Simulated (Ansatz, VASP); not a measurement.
GdO: VASP and Ansatz over several settings

```
CELL_PARAMETERS angstrom
0.00000 2.68188 2.68188
2.68188 0.00000 2.68188
2.68188 2.68188 0.00000
ATOMIC_POSITIONS crystal
Gd 0.00000 0.00000 0.00000
O 0.75000 0.75000 0.75000
```

Single points on this cell with VASP 6.6.1 and Ansatz 0.2.0. Each row is one pair of runs. Alike in all rows: spin: collinear, typed start; smearing: fermi-dirac, width 0.05 eV; VASP's potentials, cutoff: VASP PAW PBE potentials, release 64 (Gd, O), 520 eV; Ansatz's potentials, cutoff: Ansatz PAW, 420 eV.

| level | k mesh | gap on the k mesh at the Fermi level (eV), VASP | gap on the k mesh at the Fermi level (eV), Ansatz | pressure (GPa), VASP | pressure (GPa), Ansatz | net moment per atom (μB), VASP | net moment per atom (μB), Ansatz |
| --- | --- | --- | --- | --- | --- | --- | --- |
| PBE | 9 × 9 × 9 | none | none | 1.4 | 1.3 | 3.78 | 3.77 |
| LDA | 9 × 9 × 9 | none | none | -5.7 | -6.2 | 3.43 | 3.49 |
| PBE0 | 4 × 4 × 4 | none | none | -0.1 | -0.4 | 3.98 | 3.02 |

Pressure (GPa): the two programs differ by at most 0.43; net moment per atom (μB): the two programs differ by at most 0.969.

A gap of «none» marks a metal or a gap that the smearing closes.

In some rows the two programs ended in different magnetic states.

The k mesh is coarse in some rows, so the values compare programs but aren't converged. Neither program's run includes spin-orbit coupling. Noted on Ansatz's runs: the magnetic or orbital state may not be the lowest.
